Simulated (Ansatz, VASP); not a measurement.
## Y2I3 in VASP and in Ansatz

```
Y I
1.0
     5.23499    0.00000    0.00000
    -2.61749    4.53363    0.00000
     0.00000    0.00000    7.32411
Y I
2 3
Direct
  0.33333 0.66667 0.13779
  0.66667 0.33333 0.86221
  0.00000 0.00000 0.00000
  0.33333 0.66667 0.69198
  0.66667 0.33333 0.30802
```

Alike in both runs: functional PBE; k mesh 6 × 6 × 2; occupations gaussian, width 0.1 eV; no spin polarisation.

Ansatz relaxed the structure, and its values are those at the end. VASP's run is a single point on that final structure, the one shown.

|  | VASP | Ansatz |
| --- | --- | --- |
| version | VASP 6.6.1 | Ansatz 0.2.0 |
| potentials or method | VASP PAW PBE potentials, release 64 (Y_sv, I), cutoff 520 eV | scalar-relativistic, plane waves, PAW |
| valence electrons in the cell | 43 | 73 |

|  | VASP | Ansatz | Ansatz less VASP |
| --- | --- | --- | --- |
| gap on the k mesh at the Fermi level (eV) | none | none | - |
| pressure (GPa) | 0.0 | 0.0 | +0.01 |
| rms of the force components (eV/Å) | 0.009 | 0.009 | -0.0001 |

A gap of «none» marks a metal or a gap that the smearing closes. With one functional, cell and mesh, what is left measures potentials, basis and numerics. VASP's potentials hold 43 valence electrons a cell and Ansatz's 73, so a difference there can come from the potentials and not from the codes.

The k mesh is coarse, so the values compare programs but aren't converged. Neither program's run includes spin-orbit coupling.
